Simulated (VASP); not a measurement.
Here is a VASP 6.6.1 calculation.

The input INCAR:

```
SYSTEM = GaN
  PREC = Accurate
  ENCUT = 520
  EDIFF = 1E-6
  ISMEAR = 0
  SIGMA = 0.05
  LREAL = .False.
  LASPH = .True.
  NELM = 80
  ALGO = Normal
  ISIF = 2
  LWAVE = .False.
  LCHARG = .False.
  GGA = CA
  NBANDS = 46
```

Contents of KPOINTS:

```
Automatic mesh
0
Gamma
  8 6 6
  0 0 0
```

File POSCAR:

```
GaN
1.0
   -3.1515767111      0.0000000000      0.0000000000
    0.0000000000      0.0000000000     -5.1382481593
    0.0000000000     -5.4586909876      0.0000000000
Ga N
4 4
Direct
    0.5000000000     -0.0006746409      0.1699307944
    0.0000000000     -0.0032558102      0.6634071778
    0.0000000000      0.4967441898      0.3365928222
    0.5000000000      0.4993253591      0.8300692056
    0.5000000000      0.6369728503      0.1671528351
    0.0000000000      0.6381706392      0.6662090263
    0.0000000000      0.1381706392      0.3337909737
    0.5000000000      0.1369728503      0.8328471649
```

Potentials or basis: VASP PAW LDA potentials, release 64 (Ga_d, N).

The run is started by

```bash
$ cat potpaw_LDA.64/Ga_d/POTCAR potpaw_LDA.64/N/POTCAR > POTCAR
$ mpirun -np 1 vasp_std > vasp.out
```

(1) What does it give for the band gap on the k mesh?

(2) Predict the largest force.

## Answers

(1) 2.04 eV.

(2) 1.579 eV/Å.

Caveat: the cell differs from its parent crystal (mode 11 frozen in at -0.019 Å and mode 13 at -0.068 Å (largest displacements)); forces of over 1 eV/Å act on the atoms, so gaps and moduli don't describe the material at rest.
